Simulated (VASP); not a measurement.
# HfH3 (I4/mmm) in VASP: further runs

Aim: see how the results for HfH3 move with the level of theory and the settings. Levels: LDA, PBEsol+D3(BJ). Tasks: relaxation of cell and atoms.

Everything below comes from runs of VASP 6.6.1. Logs are shortened: lines on timing, memory, paths and dates and some standing lists are left out, and cuts for length are marked.

## 1. The cell of the first run

It takes space group I4/mmm (No. 139, tetragonal). The conventional cell has a = 3.053 Å, b = 3.053 Å, c = 6.068 Å, α = 90.00°, β = 90.00°, γ = 90.00°. Within 2.8 Å of Hf (site symmetry 4/mmm) lie 12 H at 2.15 to 2.16 Å. Within 2.8 Å of H (site symmetry -4m2) lie 4 Hf at 2.15 Å and 8 H at 2.15 to 2.16 Å. H (site symmetry 4/mmm) has 8 H at 2.15 Å and 4 Hf at 2.16 Å within 2.8 Å.

## 2. Relaxation of cell and atoms, LDA

INCAR reads:

```
SYSTEM = HfH3
  ALGO = Normal
  EDIFF = 1E-7
  EDIFFG = -0.05
  ENCUT = 600
  IBRION = 2
  ISIF = 3
  ISMEAR = 1
  LASPH = .True.
  LCHARG = .False.
  LREAL = .False.
  LWAVE = .False.
  NELM = 80
  NSW = 80
  PREC = Accurate
  SIGMA = 0.1
```

KPOINTS reads:

```
k-points
0
Gamma
  12 12 12
  0 0 0
```

POSCAR reads:

```
HfH3
1.0
   -1.5265120000      1.5265120000      3.0340320000
    1.5265120000     -1.5265120000      3.0340320000
    1.5265120000      1.5265120000     -3.0340320000
Hf H
1 3
Direct
    0.0000000000      0.0000000000      0.0000000000
    0.7500000000      0.2500000000      0.5000000000
    0.2500000000      0.7500000000      0.5000000000
    0.5000000000      0.5000000000      0.0000000000
```

Potentials or basis: VASP PAW LDA potentials, release 64 (Hf_pv, H).

On the command line:

```sh
cat potpaw_LDA.64/Hf_pv/POTCAR potpaw_LDA.64/H/POTCAR > POTCAR
mpirun -np 1 vasp_std > vasp.out
```

OUTCAR:

```text
SYSTEM = HfH3
   EDIFF = 1E-7
   EDIFFG = -0.05
   ENCUT = 600
   IBRION = 2
   ISIF = 3
   ISMEAR = 1
   LASPH = .True.
   LREAL = .False.
   NELM = 80
   NSW = 80
   PREC = Accurate

 ion  position               nearest neighbor table
   1  0.000  0.000  0.000-   2 2.15   3 2.15   2 2.15   3 2.15   2 2.15   3 2.15   2 2.15   3 2.15
                             4 2.16   4 2.16   4 2.16   4 2.16
   2  0.750  0.250  0.500-   1 2.15   1 2.15   1 2.15   1 2.15
   3  0.250  0.750  0.500-   1 2.15   1 2.15   1 2.15   1 2.15
   4  0.500  0.500  0.000-   1 2.16   1 2.16   1 2.16   1 2.16

  LATTYP: Found a body centered tetragonal cell.
 ALAT       =     3.0530240000
 C/A-ratio  =     1.9875585649

  Lattice vectors:

 A1 = (  -1.5265120000,   1.5265120000,   3.0340320000)
 A2 = (   1.5265120000,  -1.5265120000,   3.0340320000)
 A3 = (   1.5265120000,   1.5265120000,  -3.0340320000)

Analysis of symmetry for initial positions (statically):
=====================================================================
 Subroutine PRICEL returns:
 Original cell was already a primitive cell.

 Routine SETGRP: Setting up the symmetry group for a
 body centered tetragonal supercell.

 Subroutine GETGRP returns: Found 16 space group operations
 (whereof 16 operations were pure point group operations)
 out of a pool of 16 trial point group operations.

The static configuration has the point symmetry D_4h.

Analysis of symmetry for dynamics (positions and initial velocities):
=====================================================================
 Subroutine PRICEL returns:
 Original cell was already a primitive cell.

 Routine SETGRP: Setting up the symmetry group for a
 body centered tetragonal supercell.

 Subroutine GETGRP returns: Found 16 space group operations
 (whereof 16 operations were pure point group operations)
 out of a pool of 16 trial point group operations.

The dynamic configuration has the point symmetry D_4h.

 Subroutine INISYM returns: Found 16 space group operations
 (whereof 16 operations are pure point group operations),
 and found     1 'primitive' translations

----------------------------------------------------------------------------------------

                                     Primitive cell

  volume of cell :      28.2801

  direct lattice vectors                    reciprocal lattice vectors
    -1.526512000  1.526512000  3.034032000     0.000000000  0.327544101  0.164797207
     1.526512000 -1.526512000  3.034032000     0.327544101  0.000000000  0.164797207
     1.526512000  1.526512000 -3.034032000     0.327544101  0.327544101  0.000000000

  length of vectors
     3.723684727  3.723684727  3.723684727     0.366665048  0.366665048  0.463217309

  position of ions in fractional coordinates (direct lattice)
     0.000000000  0.000000000  0.000000000
     0.750000000  0.250000000  0.500000000
     0.250000000  0.750000000  0.500000000
     0.500000000  0.500000000  0.000000000

  ion indices of the primitive-cell ions
   primitive index   ion index
                 1           1
                 2           2
                 3           3
                 4           4

----------------------------------------------------------------------------------------

 KPOINTS: k-points

Automatic generation of k-mesh.
 Grid dimensions read from file:
 generate k-points for:   12   12   12

 Generating k-lattice:

  Cartesian coordinates                     Fractional coordinates (reciprocal lattice)
     0.000000000  0.027295342  0.013733101     0.083333333 -0.000000000  0.000000000
     0.027295342  0.000000000  0.013733101    -0.000000000  0.083333333  0.000000000
     0.027295342  0.027295342  0.000000000     0.000000000  0.000000000  0.083333333

  Length of vectors
     0.030555421  0.030555421  0.038601442

  Shift w.r.t. Gamma in fractional coordinates (k-lattice)
     0.000000000  0.000000000  0.000000000

 Subroutine IBZKPT returns following result:
 ===========================================

 Found    163 irreducible k-points:

 Following reciprocal coordinates:
            Coordinates               Weight
  0.000000  0.000000  0.000000      1.000000
  0.083333  0.000000  0.000000      8.000000
  0.166667  0.000000  0.000000      8.000000
  0.250000  0.000000  0.000000      8.000000
  0.333333  0.000000 -0.000000      8.000000
  0.416667  0.000000  0.000000      8.000000
[... 16 lines left out ...]
  0.500000  0.166667  0.000000     16.000000
 -0.416667  0.166667 -0.000000     16.000000
 [... further k-points ...]
   k-points           NKPTS =    163   k-points in BZ     NKDIM =    163   number of bands    NBANDS=     10
   number of dos      NEDOS =    301   number of ions     NIONS =      4
   total plane-waves  NPLWV =  27000
   dimension x,y,z NGX =    30 NGY =   30 NGZ =   30
   dimension x,y,z NGXF=    60 NGYF=   60 NGZF=   60
   ions per type =               1   3
   NGX,Y,Z   is equivalent  to a cutoff of  13.39, 13.39, 13.39 a.u.
   NGXF,Y,Z  is equivalent  to a cutoff of  26.79, 26.79, 26.79 a.u.
 SYSTEM =  HfH3
   PREC   = accura    normal or accurate (medium, high low for compatibility)
   ISTART =      0    job   : 0-new  1-cont  2-samecut
   ICHARG =      2    charge: 1-file 2-atom 10-const
   ISPIN  =      1    spin polarized calculation?
   LNONCOLLINEAR =      F non collinear calculations
   LSORBIT =      F    spin-orbit coupling
   LASPH  =      T    aspherical Exc in radial PAW
   ENCUT  =  600.0 eV  44.10 Ry    6.64 a.u.   7.44  7.44  7.44*2*pi/ulx,y,z
   NELM   =     80;   NELMIN=  2; NELMDL= -5     # of ELM steps
   EDIFF  = 0.1E-06   stopping-criterion for ELM
   LREAL  =      F    real-space projection
   EDIFFG = -.5E-01   stopping-criterion for IOM
   NSW    =     80    number of steps for IOM
   IBRION =      2    ionic relax: 0-MD 1-quasi-New 2-CG
   NFREE  =      1    steps in history (QN), initial steepest desc. (CG)
   ISIF   =      3    stress and relaxation
   ISYM   =      2    0-nonsym 1-usesym 2-fastsym
   POTIM  = 0.5000    time-step for ionic-motion
   TEBEG  =    0.0;   TEEND  =   0.0 temperature during run
   PSTRESS=    0.0 pullay stress
   NELECT =      13.0000    total number of electrons
   NUPDOWN=      -1.0000    fix difference up-down
   EMIN   =  10.00;   EMAX   =-10.00  energy-range for DOS
   EFERMI =   0.00;   METHOD = LEGACY
   ISMEAR =     1;   SIGMA  =   0.10  broadening in eV -4-tet -1-fermi 0-gaus
   EFERMI_NEDOS =   21; number of points for ismear=-14 and -15
   IALGO  =     38    algorithm
   IMIX   =      4    mixing-type and parameters
     AMIX     =   0.40;   BMIX     =  1.00
     AMIX_MAG =   1.60;   BMIX_MAG =  1.00
  volume/ion in A,a.u.               =       7.07        47.71
  Fermi-wavevector in a.u.,A,eV,Ry     =   1.263463  2.387598 21.719496  1.596338
  Thomas-Fermi vector in A             =   2.396818
   LORBIT       =      0    0 simple, 1 ext, 2 COOP (PROOUT), +10 PAW based schemes
   GGA     = CA    functional components
   LHFCALC =     F    Hartree Fock is set to
   AEXX    =    0.0000 exact exchange contribution
   IVDW    =     0    specifies the selected vdW correction
   LEPSILON=     F    determine dielectric tensor
   LRPA    =     F    only Hartree local field effects (RPA)
 conjugate gradient relaxation of ions
 non-spin polarized calculation
 Methfessel and Paxton  Order N= 1 SIGMA  =   0.10
  energy-cutoff  :      600.00
  volume of cell :       28.28
 maximum number of plane-waves:       960
 NGX is ok and might be reduce to    30
   NGX = 15   NGY = 15   NGZ = 15

--------------------------------------- Ionic step        1  -------------------------------------------

 number of electron      13.0000000 magnetization

 Free energy of the ion-electron system (eV)
  ---------------------------------------------------
  ext. energy  EPLUGINS =         0.00000000
  ---------------------------------------------------
  free energy    TOTEN  =       -22.50213779 eV

  energy without entropy =      -22.50283477  energy(sigma->0) =      -22.50237012

------------------------ aborting loop because EDIFF is reached ----------------------------------------

  FORCE on cell =-STRESS in cart. coord.  units (eV):
  Direction    XX          YY          ZZ          XY          YZ          ZX
  --------------------------------------------------------------------------------------
  -------------------------------------------------------------------------------------
  Total       -1.1892130     -1.1892130     -1.7466398      0.0000000      0.0000000      0.0000000
  in kB      -67.3735840    -67.3735840    -98.9539950      0.0000000      0.0000000      0.0000000
  external PRESSURE =     -77.9003877 kB  Pullay stress =       0.0000000 kB
[... 137 lines left out ...]
  energy  without entropy=      -22.5483173088  energy(sigma->0) =      -22.54810660

--------------------------------------- Ionic step        5  -------------------------------------------

 number of electron      13.0000000 magnetization

 Free energy of the ion-electron system (eV)
  ---------------------------------------------------
  ext. energy  EPLUGINS =         0.00000000
  ---------------------------------------------------
  free energy    TOTEN  =       -22.54994665 eV

  energy without entropy =      -22.55005150  energy(sigma->0) =      -22.54998160

 E-fermi :   6.2274     XC(G=0): -12.0249

 val. band max:        6.2205472031   @ k =  -0.3333   0.3333   0.1667
 cond. band min:       6.2382535031   @ k =   0.3333   0.3333   0.0833
 fundamental gap:      0.0177063000
 Fermi energy:         6.2274434610

 k-point     1 :       0.0000    0.0000    0.0000
  band No.  band energies     occupation
      1     -25.2093      2.00000
      2     -24.8140      2.00000
      3     -24.8140      2.00000
      4      -6.5875      2.00000
      5       2.6344      2.00000
      6       4.1041      2.00000
      7       5.4257      2.00000
      8       6.7405     -0.00000
      9       6.7405     -0.00000
     10      10.3408      0.00000
[... 287 lines left out ...]
 k-point    24 :      -0.4167    0.1667   -0.0000
  band No.  band energies     occupation
      1     -25.5387      2.00000
      2     -25.2390      2.00000
      3     -24.9569      2.00000
      4      -2.7672      2.00000
      5      -0.4663      2.00000
      6       2.5254      2.00000
      7       5.1033      2.00000
      8       8.1925     -0.00000
      9       8.3058      0.00000
     10      10.6530      0.00000

 [... further k-points ...]

------------------------ aborting loop because EDIFF is reached ----------------------------------------

  FORCE on cell =-STRESS in cart. coord.  units (eV):
  Direction    XX          YY          ZZ          XY          YZ          ZX
  --------------------------------------------------------------------------------------
  -------------------------------------------------------------------------------------
  Total       -0.0164523     -0.0164523      0.0144708      0.0000000     -0.0000000      0.0000000
  in kB       -0.9898885     -0.9898885      0.8706682      0.0000000     -0.0000000      0.0000000
  external PRESSURE =      -0.3697029 kB  Pullay stress =       0.0000000 kB
[... 19 lines left out ...]
  FREE ENERGIE OF THE ION-ELECTRON SYSTEM (eV)
  ---------------------------------------------------
  free  energy   TOTEN  =       -22.5499466515 eV

  energy  without entropy=      -22.5500514952  energy(sigma->0) =      -22.54998160

 reached required accuracy - stopping structural energy minimisation
```

Run time: 91 s. Hardware: 1 thread of Intel Xeon 6975P-C (Granite Rapids), shared host; peak memory 0.2 GiB.

Results:

```yaml
Free_energy: -22.5499 eV
Relaxed_volume: 6.66 Å³/atom
Relaxed_cell: a = 3.612 Å, b = 3.612 Å, c = 3.612 Å, α = 130.48°, β = 130.48°, γ = 72.63°
Space_group_after_relaxing_to_0.1_Å: I4/mmm (No. 139)
Energy_gained_by_relaxing: 12.0 meV/atom
Ionic_steps: 5
Pressure_after_relaxing: 0.0 GPa
Band_gap_on_the_k_mesh: zero (an odd number of electrons rules out a gap without spin polarisation)
```

Step by step:
```csv
step,energy change (eV),largest force (eV/Å),pressure (GPa),volume (Å³)
1,0.0000,0.0000,-7.79,28.28
2,-0.0412,0.0000,-0.79,26.90
3,-0.0420,0.0000,0.40,26.70
4,-0.0459,0.0000,0.20,26.67
5,-0.0478,0.0000,-0.04,26.63
```

Final structure:
```
Hf H
1.0
    -1.51250    1.51250    2.91006
     1.51250   -1.51250    2.91006
     1.51250    1.51250   -2.91006
Hf H
1 3
Cartesian
  0.0000 0.0000 0.0000
  0.0000 1.5125 1.4550
  1.5125 0.0000 1.4550
  0.0000 0.0000 2.9101
```

Levels at points of the mesh, in eV from the Fermi level:
| k point | band 3 | band 4 | band 5 | band 6 | band 7 | band 8 | band 9 | band 10 |
| --- | --- | --- | --- | --- | --- | --- | --- | --- |
| (0.00, 0.00, 0.00) | -31.04 | -12.81 | -3.59 | -2.12 | -0.80 | 0.51 | 0.51 | 4.11 |
| (0.50, 0.00, 0.00) | -31.00 | -8.72 | -7.04 | -2.38 | -1.62 | 0.52 | 2.89 | 3.13 |
| (0.50, 0.50, 0.00) | -31.44 | -8.04 | -7.48 | -4.72 | 1.28 | 1.49 | 3.49 | 5.74 |
| (0.50, 0.50, 0.50) | -31.10 | -8.74 | -7.77 | -5.62 | 3.84 | 3.84 | 4.09 | 4.60 |

Caveat: spin-orbit coupling is left out, which moves the levels of the heavy elements; an odd number of electrons without spin polarisation forces a metal; a magnetic or distorted state may lie lower.

## 3. Relaxation of cell and atoms, PBEsol+D3(BJ)

INCAR reads:

```
  ALGO = Normal
  EDIFF = 1E-6
  EDIFFG = -0.05
  ENCUT = 600
  GGA = PS
  IBRION = 2
  ISIF = 3
  ISMEAR = 1
  IVDW = 12
  LASPH = T
  LCHARG = F
  LREAL = F
  LWAVE = F
  NELM = 60
  NSW = 80
  PREC = Accurate
  SIGMA = 0.1
```

KPOINTS reads:

```
k-points
0
Gamma
  12 12 12
```

POSCAR is that of step 2.

Potentials or basis: VASP PAW PBE potentials, release 64 (Hf_pv, H).

On the command line:

```sh
cat potpaw_PBE.64/Hf_pv/POTCAR potpaw_PBE.64/H/POTCAR > POTCAR
mpirun -np 1 vasp_std > vasp.out
```

Run time: 92 s. Hardware: 1 thread of Intel Xeon 6975P-C (Granite Rapids), shared host; peak memory 0.24 GiB.

Results (log left out):

```yaml
Free_energy: -22.3809 eV
Relaxed_volume: 6.59 Å³/atom
Relaxed_cell: a = 3.592 Å, b = 3.592 Å, c = 3.592 Å, α = 130.28°, β = 130.28°, γ = 72.96°
Space_group_after_relaxing_to_0.1_Å: I4/mmm (No. 139)
Energy_gained_by_relaxing: 16.5 meV/atom
Ionic_steps: 5
Pressure_after_relaxing: -0.1 GPa
Band_gap_on_the_k_mesh: zero (an odd number of electrons rules out a gap without spin polarisation)
Dispersion_energy_per_atom: -0.197 eV
```

Stress tensor (GPa, compression positive):
```
-0.19  0.00  0.00
 0.00 -0.19  0.00
 0.00  0.00  0.17
```

Step by step:
```tsv
step	energy change (eV)	largest force (eV/Å)	pressure (GPa)	volume (Å³)
1	0.0000	0.0000	-9.09	28.28
2	-0.0570	0.0000	-1.04	26.67
3	-0.0582	0.0000	0.45	26.42
4	-0.0635	0.0000	0.21	26.39
5	-0.0660	0.0000	-0.07	26.34
```

Final structure:
```xyz
4
Lattice="-1.5100 1.5100 2.8882 1.5100 -1.5100 2.8882 1.5100 1.5100 -2.8882" Properties=species:S:1:pos:R:3 pbc="T T T"
Hf   -1.5100    1.5100    2.8882
H     0.0000    1.5100    1.4441
H     1.5100    0.0000    1.4441
H     0.0000    0.0000    2.8882
```

Levels at points of the mesh, in eV from the Fermi level:
| k point | band 4 | band 5 | band 6 | band 7 | band 8 | band 9 |
| --- | --- | --- | --- | --- | --- | --- |
| (0.00, 0.00, 0.00) | -12.99 | -3.57 | -2.13 | -0.94 | 0.51 | 0.51 |
| (0.50, 0.00, 0.00) | -8.86 | -7.19 | -2.40 | -1.71 | 0.53 | 3.03 |
| (0.50, 0.50, 0.00) | -8.15 | -7.61 | -4.87 | 1.36 | 1.61 | 3.42 |
| (0.50, 0.50, 0.50) | -8.86 | -7.89 | -5.75 | 3.97 | 3.97 | 4.25 |

Caveat: the PAW data sets were made with another functional, which shifts forces and pressure a little; spin-orbit coupling is left out, which moves the levels of the heavy elements; an odd number of electrons without spin polarisation forces a metal; a magnetic or distorted state may lie lower.
